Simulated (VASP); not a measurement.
# H21O10F in VASP: notebook, part 2 of 2

VASP 6.6.1. Earlier steps stand in the parts before.

### 4 Single point, PBE+D3(BJ)

The input, INCAR:

```
SYSTEM = H21O10F
ALGO = Normal
EDIFF = 1E-7
ENCUT = 520
GGA = PE
ISIF = 2
ISMEAR = -1
IVDW = 12
LASPH = .True.
LCHARG = .False.
LREAL = Auto
LWAVE = .False.
NBANDS = 66
NELM = 100
PREC = Accurate
SIGMA = 0.02
```

The input, KPOINTS:

```
k-points
0
Gamma
  1 1 1
  0 0 0
```

The input, POSCAR:

```
H21O10F
1.0
    6.6987890000      0.0000000000      0.0000000000
    0.0000000000      6.6987890000      0.0000000000
    0.0000000000      0.0000000000      6.6987890000
O H F
10 21 1
Direct
    0.2235329401      0.1845408178      0.7833654710
    0.0075088199      0.5107788885      0.2147403060
    0.6819740105      0.5446954666      0.6417727144
    0.3938920900      0.3864728386      0.1653134619
    0.5976751917      0.8413610281      0.3510783815
    0.1461906025      0.0223921070      0.1565805402
    0.7641231870      0.3005319320      0.9798039616
    0.5839712223     -0.0643399874      0.9716830908
    0.8852794139      0.1013018920      0.4575603143
    0.9718920838      0.7864854379      0.8496610357
    0.0858364101      0.1488179431      0.7514940387
    0.3002333705      0.1145580194      0.6761371346
    0.0014480229      0.6438327883      0.1462204587
    0.1347556999      0.4436772079      0.1817044842
    0.5615343311      0.6234410429      0.6863927196
    0.7087251143      0.5769699568      0.5118089255
    0.4310182034      0.5011950668      0.2489853017
    0.4957911049      0.3959820200      0.0528453725
    0.6940358922      0.9423046464      0.4038938978
    0.5842399275      0.8918179092      0.2101573881
    0.1175137775     -0.0548308060      0.0386487767
    0.2290861826      0.1400850213      0.1161851791
    0.8625738174      0.3719627533      1.0718504494
    0.7670043048      0.3943100760      0.8671865915
    0.6604925159      0.0651162471      0.9608900952
    0.4725630259     -0.0341554272      0.8743072815
    0.8125946346      0.2083212354      0.4036102645
    0.9963741208      0.0753718321      0.3712312778
    0.8489594164      0.7326995969      0.7948899420
    1.0737910987      0.7072024511      0.7814845340
    0.4421545446      0.8359869224      0.4785491825
    0.3215058722      0.8232234214      0.5893602560
```

Potentials or basis: VASP PAW PBE potentials, release 64 (O, H, F).

Command:

```bash
cat potpaw_PBE.64/O/POTCAR potpaw_PBE.64/H/POTCAR potpaw_PBE.64/F/POTCAR > POTCAR
mpirun -np 1 vasp_gam > vasp.out
```

OUTCAR:

```text
SYSTEM = H21O10F
   EDIFF = 1E-7
   ENCUT = 520
   GGA = PE
   ISIF = 2
   ISMEAR = -1
   IVDW = 12
   LASPH = .True.
   LREAL = Auto
   NELM = 100
   PREC = Accurate
 IVDW          = 12

 ion  position               nearest neighbor table
   1  0.224  0.185  0.783-  11 0.98  12 1.00
   2  0.008  0.511  0.215-  14 0.99  13 1.00
   3  0.682  0.545  0.642-  16 0.91  15 1.01
   4  0.394  0.386  0.165-  17 0.98  18 1.02
   5  0.598  0.841  0.351-  19 1.00  20 1.01  31 1.35
   6  0.146  0.022  0.157-  21 0.96  22 1.00
   7  0.764  0.301  0.980-  24 0.98  23 1.02
   8  0.584  0.936  0.972-  25 1.01  26 1.01
   9  0.885  0.101  0.458-  27 0.94  28 0.96
  10  0.972  0.786  0.850-  29 0.97  30 0.98
  11  0.086  0.149  0.751-   1 0.98
  12  0.300  0.115  0.676-   1 1.00
  13  0.001  0.644  0.146-   2 1.00
  14  0.135  0.444  0.182-   2 0.99
  15  0.562  0.623  0.686-   3 1.01
  16  0.709  0.577  0.512-   3 0.91
[... 12 lines left out ...]
  29  0.849  0.733  0.795-  10 0.97
  30  0.074  0.707  0.781-  10 0.98
[... 226 lines left out ...]
 fundamental gap:      4.4352029814
 Fermi energy:        -2.6972469175

 k-point     1 :       0.0000    0.0000    0.0000
  band No.  band energies     occupation
      1     -24.8202      2.00000
      2     -22.7675      2.00000
      3     -22.5409      2.00000
      4     -22.2421      2.00000
      5     -22.1341      2.00000
      6     -21.8672      2.00000
[... 48 lines left out ...]
     55       6.8547      0.00000
     56       6.9475      0.00000
 [bands above 56 left out]

------------------------ aborting loop because EDIFF is reached ----------------------------------------

 Edisp (eV)   -1.15389

 E8    (eV) :    -0.2363

  FORCE on cell =-STRESS in cart. coord.  units (eV):
  Direction    XX          YY          ZZ          XY          YZ          ZX
  --------------------------------------------------------------------------------------
  -------------------------------------------------------------------------------------
  Total      -1.58090    -2.75001     2.26442    -0.25200    -1.23599     0.81723
  in kB      -8.42607   -14.65735    12.06918    -1.34315    -6.58774     4.35575
  external pressure =       -3.67 kB  Pullay stress =        0.00 kB

 VOLUME and BASIS-vectors are now :
 -----------------------------------------------------------------------------
  energy-cutoff  :      520.00
  volume of cell :      300.60
      direct lattice vectors                 reciprocal lattice vectors
     6.698789000  0.000000000  0.000000000     0.149280713  0.000000000  0.000000000
     0.000000000  6.698789000  0.000000000     0.000000000  0.149280713  0.000000000
     0.000000000  0.000000000  6.698789000     0.000000000  0.000000000  0.149280713

 POSITION                                       TOTAL-FORCE (eV/Angst)
 -----------------------------------------------------------------------------------
      1.49740      1.23620      5.24760         0.850902     -0.172443     -0.914128
      0.05030      3.42160      1.43850        -0.673157      0.629677     -0.246374
      4.56840      3.64880      4.29910        -1.703190     -0.343094      4.326178
      2.63860      2.58890      1.10740         0.983485      0.761746     -0.678721
      4.00370      5.63610      2.35180        -0.147608      0.195377      0.320067
      0.97930      0.15000      1.04890         0.806057      1.103951      0.994327
[... 24 lines left out ...]
      2.96190      5.60010      3.20570        -0.650317      0.036993      0.005074
      2.15370      5.51460      3.94800         1.156008     -0.003992     -0.498248
 -----------------------------------------------------------------------------------
    total drift:                               -0.004782      0.004500      0.003192

  FREE ENERGIE OF THE ION-ELECTRON SYSTEM (eV)
  ---------------------------------------------------
  free  energy   TOTEN  =      -155.0053452821 eV

  energy  without entropy=     -155.0053452821  energy(sigma->0) =     -155.00534528
```

OSZICAR:

```text
N       E                     dE             d eps       ncg     rms          rms(c)
DAV:   1     0.656599757656E+03    0.65660E+03   -0.50311E+04   140   0.126E+03
DAV:   2    -0.107887293599E+03   -0.76449E+03   -0.73891E+03   158   0.311E+02
DAV:   3    -0.168048975606E+03   -0.60162E+02   -0.59768E+02   160   0.908E+01
DAV:   4    -0.168882416386E+03   -0.83344E+00   -0.83188E+00   168   0.119E+01
DAV:   5    -0.168892008329E+03   -0.95919E-02   -0.95887E-02   168   0.123E+00    0.239E+01
DAV:   6    -0.154200108723E+03    0.14692E+02   -0.46490E+01   160   0.266E+01    0.899E+00
DAV:   7    -0.153990824990E+03    0.20928E+00   -0.16611E+00   152   0.495E+00    0.571E+00
DAV:   8    -0.153853956249E+03    0.13687E+00   -0.42803E-01   168   0.334E+00    0.816E-01
DAV:   9    -0.153846496406E+03    0.74598E-02   -0.52637E-02   160   0.104E+00    0.341E-01
DAV:  10    -0.153850521683E+03   -0.40253E-02   -0.10822E-02   152   0.422E-01    0.164E-01
DAV:  11    -0.153851325452E+03   -0.80377E-03   -0.75593E-04   152   0.211E-01    0.676E-02
DAV:  12    -0.153851439300E+03   -0.11385E-03   -0.68968E-04   160   0.160E-01    0.265E-02
DAV:  13    -0.153851459072E+03   -0.19772E-04   -0.11251E-04   152   0.551E-02    0.130E-02
DAV:  14    -0.153851457350E+03    0.17218E-05   -0.14012E-05   160   0.224E-02    0.493E-03
DAV:  15    -0.153851458179E+03   -0.82927E-06   -0.43670E-06   168   0.101E-02    0.391E-03
DAV:  16    -0.153851458393E+03   -0.21417E-06   -0.68578E-07   152   0.438E-03    0.112E-03
DAV:  17    -0.153851458499E+03   -0.10557E-06   -0.11573E-07   128   0.197E-03    0.504E-04
DAV:  18    -0.153851458529E+03   -0.30541E-07   -0.31391E-08    96   0.824E-04
   1 F= -.15500535E+03 E0= -.15500535E+03  d E =-.125470E-11
```

stdout:

```text
POSCAR found type information on POSCAR O H F
 POSCAR found :  3 types and      32 ions
 scaLAPACK will be used
 LDA part: xc-table for (Slater+PW92), standard interpolation
 POSCAR, INCAR and KPOINTS ok, starting setup
 FFT: planning ... GRIDC
 FFT: planning ... GRID_SOFT
 FFT: planning ... GRID
 WAVECAR not read
 entering main loop
```

It took 2.4 min on 1 thread of Intel Xeon 8259CL, shared host; peak memory 0.33 GiB.

Results:

| Property | Result |
| --- | --- |
| Free energy | -155.0053 eV |
| Pressure | -0.4 GPa |
| Largest force | 4.662 eV/Å |
| Band gap on the k mesh | 4.44 eV |
| Dispersion energy per atom | -0.036 eV |

Forces in eV/Å, atoms in the order of the input:
```
O    0.851 -0.172 -0.914
O   -0.673  0.630 -0.246
O   -1.703 -0.343  4.326
O    0.983  0.762 -0.679
O   -0.148  0.195  0.320
O    0.806  1.104  0.994
O    0.335  0.920  0.055
O   -0.648  1.134 -1.442
O   -0.757 -1.201  1.986
O    0.786 -0.328  0.276
H   -0.061 -0.079 -0.056
H   -0.801  0.437  0.633
H    0.317 -1.127  0.287
H    0.207  0.583 -0.115
H    0.942 -0.691 -0.800
H    0.640  1.120 -3.407
H   -0.164 -0.351 -0.051
H   -0.731 -0.547  1.059
H    0.654 -0.184  0.417
H   -0.749 -0.410 -0.396
H   -0.338  0.026 -0.643
H   -0.562 -1.148  0.071
H   -0.341 -0.422  0.087
H   -0.212 -0.410 -0.522
H    0.084 -0.512  0.244
H    0.649 -0.594  1.258
H   -0.545  1.656 -0.702
H    1.062 -0.362 -1.358
H   -0.468 -0.004 -0.081
H    0.079  0.288 -0.108
H   -0.650  0.037  0.005
F    1.156 -0.004 -0.498
```

Caveat: the k points lie up to 0.94 Å⁻¹ apart; the atoms stand as in a frame of molecular dynamics.

### 5 The runs side by side

| cell | gap on the mesh (eV) | pressure (GPa) | largest force (eV/Å) |
| --- | --- | --- | --- |
| as given, atomic positions A | 4.69 | -0.2 | 1.88 |
| as given, atomic positions B | 4.96 | -0.4 | 2.41 |
| as given, atomic positions C | 4.44 | -0.4 | 4.66 |

Alike in all rows: task single point; level PBE+D3(BJ); potentials or basis VASP PAW PBE potentials, release 64 (O, H, F); no spin polarisation; k mesh 1 × 1 × 1; cutoff (eV) 520; smearing fermi-dirac 0.02 eV.

Caveats: all runs use coarse meshes; the atoms stand as in a frame of molecular dynamics.

Absolute energies hang on the potentials; compare differences alone.
